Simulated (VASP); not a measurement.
**In2C: single point with PBE**

Crystal: In2C.

```xyz
3
Lattice="0.0000 3.2645 3.2645 3.2645 0.0000 3.2645 3.2645 3.2645 0.0000" Properties=species:S:1:pos:R:3 pbc="T T T"
In    1.6323    1.6323    1.6323
In    4.8968    4.8968    4.8968
C     0.0000    0.0000    0.0000
```

The cell was built from a structure type or drawn by symmetry, and may not be a known phase.

| Quantity | Value |
| --- | --- |
| Program | VASP 6.6.1 |
| Task | single point |
| Functional | PBE |
| Potentials or basis | VASP PAW PBE potentials, release 64 (In_d, C) |
| Cutoff | 520 eV |
| k mesh | 4 × 4 × 4 |
| Occupations | gaussian, width 0.1 eV |
| Spin | no spin polarisation |

| Item | Value |
| --- | --- |
| Pressure | -8.0 GPa |
| Band gap on the k mesh | zero (bands 15 and 16 overlap by 1.76 eV) |

Levels at points of the mesh, in eV from the Fermi level:
| k point | band 12 | band 13 | band 14 | band 15 | band 16 | band 17 | band 18 | band 19 |
| --- | --- | --- | --- | --- | --- | --- | --- | --- |
| (0.00, 0.00, 0.00) | -3.96 | -0.69 | -0.69 | -0.69 | 1.02 | 1.62 | 1.62 | 1.62 |
| (0.50, 0.00, 0.00) | -6.13 | -3.16 | -1.38 | -1.38 | 2.44 | 2.48 | 2.48 | 3.62 |
| (0.50, 0.50, 0.00) | -5.99 | -2.68 | -2.68 | -2.34 | -0.61 | 2.58 | 4.27 | 4.27 |

Wall time 19 s on 1 thread of AMD EPYC 7R43 64-Core Processor (Zen 3), with other jobs on the host, peak memory 0.16 GiB.

Caveat: the k points lie up to 0.42 Å⁻¹ apart, too coarse for converged energies and pressures of a metal; spin-orbit coupling is left out, which moves the levels of the heavy elements.
